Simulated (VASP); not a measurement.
A run of VASP 6.6.1 is set up as follows.

Contents of INCAR:

```
ALGO = Normal
EDIFF = 1E-6
ENCUT = 500
GGA = PE
GGA_COMPAT = False
ISIF = 2
ISMEAR = -1
LASPH = True
LCHARG = True
LDAU = True
LDAUJ = 0 0
LDAUL = 2 -1
LDAUPRINT = 1
LDAUTYPE = 2
LDAUU = 3 0
LELF = True
LMAXMIX = 4
LREAL = False
LVHAR = True
LWAVE = False
NBANDS = 19
NELM = 200
PREC = Accurate
SIGMA = 0.04
```

KPOINTS

```
k-points
0
Gamma
  5 5 5
```

File POSCAR:

```
HfSi3
1.0
    4.0674960000      0.0000000000      0.0000000000
    0.0000000000      4.0674960000      0.0000000000
    0.0000000000      0.0000000000      4.0674960000
Hf Si
1 3
Direct
    0.0000000000      0.0000000000      0.0000000000
    0.0000000000      0.5000000000      0.5000000000
    0.5000000000      0.0000000000      0.5000000000
    0.5000000000      0.5000000000      0.0000000000
```

Potentials or basis: VASP PAW PBE potentials, release 64 (Hf_pv, Si).

Launch:

```console
$ cat potpaw_PBE.64/Hf_pv/POTCAR potpaw_PBE.64/Si/POTCAR > POTCAR
$ mpirun -np 1 vasp_std > vasp.out
```

(1) Estimate the band gap on the k mesh.

(2) Predict the pressure.

Results:

(1) zero (bands 11 and 12 overlap by 1.39 eV).

(2) -2.5 GPa.

Caveat: spin-orbit coupling is left out, which moves the levels of the heavy elements; U without spin polarisation on a metal has little footing; the U is typed as a test and isn't derived for this compound.
